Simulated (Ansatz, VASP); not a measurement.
# Two plane-wave programs on In

```
In
1.0
     3.33548    0.00000    0.00000
    -1.66774    2.88861    0.00000
     0.00000    0.00000    5.50914
In
2
Direct
  0.66667 0.33333 0.75000
  0.33333 0.66667 0.25000
```

Alike in both runs: functional LDA; k mesh 5 × 5 × 3; occupations fermi-dirac, width 0.05 eV; no spin polarisation.

```csv
,VASP,Ansatz
version,VASP 6.6.1,Ansatz 0.2.0
potentials or method,"VASP PAW LDA potentials, release 64 (In_d)",Ansatz PAW
plane-wave cutoff (eV),520,420
valence electrons in the cell,26,26
task,single point,projected density of states
```

Ansatz gave:

```
gap on the k mesh at the Fermi level (eV)                     : none
pressure (GPa)                                                : -3.2
traceless stress, the component that is largest in VASP (GPa) : 0.60
```

Q: Estimate VASP's values.

A: gap on the k mesh at the Fermi level (eV): none; pressure (GPa): -3.2; traceless stress, the component that is largest in VASP (GPa): 0.58.

LDA's correlation is that of Perdew and Zunger in VASP and of Perdew and Wang (1992) in Ansatz. A gap of «none» marks a metal or a gap that the smearing closes.

The k mesh is coarse, so the values compare programs but aren't converged.
